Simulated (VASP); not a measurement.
Here is a VASP 6.6.1 calculation.

The input POSCAR:

```
SrO
1.0
    0.0000000000      2.5663000000      2.5663000000
    2.5663000000      0.0000000000      2.5663000000
    2.5663000000      2.5663000000      0.0000000000
Sr O
1 1
Direct
    0.5000000000      0.5000000000      0.5000000000
    0.0000000000      0.0000000000      0.0000000000
```

The input INCAR.step1:

```
PREC     = Accurate       # precision mode
ENCUT    = 520            # plane-wave cutoff, eV
ISMEAR   = 0              # smearing method
SIGMA    = 0.1            # smearing width, eV
LREAL    = F              # projectors in reciprocal space
LASPH    = T              # aspherical terms in the spheres
NELM     = 80             # most SCF steps
NBANDS   = 15             # bands
GGA      = PE             # functional
ALGO     = Normal         # electronic algorithm
EDIFF    = 1E-4           # SCF threshold, eV
LWAVE    = T              # write WAVECAR
LCHARG   = F              # write CHGCAR
```

File INCAR.step2:

```
PREC     = Accurate       # precision mode
ENCUT    = 520            # plane-wave cutoff, eV
EDIFF    = 1E-6           # SCF threshold, eV
ISMEAR   = 0              # smearing method
SIGMA    = 0.1            # smearing width, eV
LREAL    = F              # projectors in reciprocal space
LASPH    = T              # aspherical terms in the spheres
NELM     = 80             # most SCF steps
ALGO     = Normal         # electronic algorithm
ISIF     = 2              # what is computed and relaxed
LWAVE    = F              # write WAVECAR
LCHARG   = F              # write CHGCAR
METAGGA  = R2SCAN         # meta-GGA
LMIXTAU  = T            
NBANDS   = 15             # bands
ISTART   = 1
```

The input KPOINTS:

```
Automatic mesh
0
Gamma
  6 6 6
```

Potentials or basis: VASP PAW PBE potentials, release 64 (Sr_sv, O).

Run with:

```sh
$ cat potpaw_PBE.64/Sr_sv/POTCAR potpaw_PBE.64/O/POTCAR > POTCAR
$ cp INCAR.step1 INCAR
$ mpirun -np 1 vasp_std > vasp.out
$ cp INCAR.step2 INCAR
$ mpirun -np 1 vasp_std > vasp.out
```

Task: Estimate the pressure.

Result: 2.1 GPa.

Task: Estimate the band gap on the k mesh.

Result: 3.74 eV, indirect (least direct gap 3.82 eV).

Caveat: the PAW data sets were made with another functional, which shifts forces and pressure a little. r2SCAN opens gaps a little over a GGA but as a rule still falls short of measured ones.
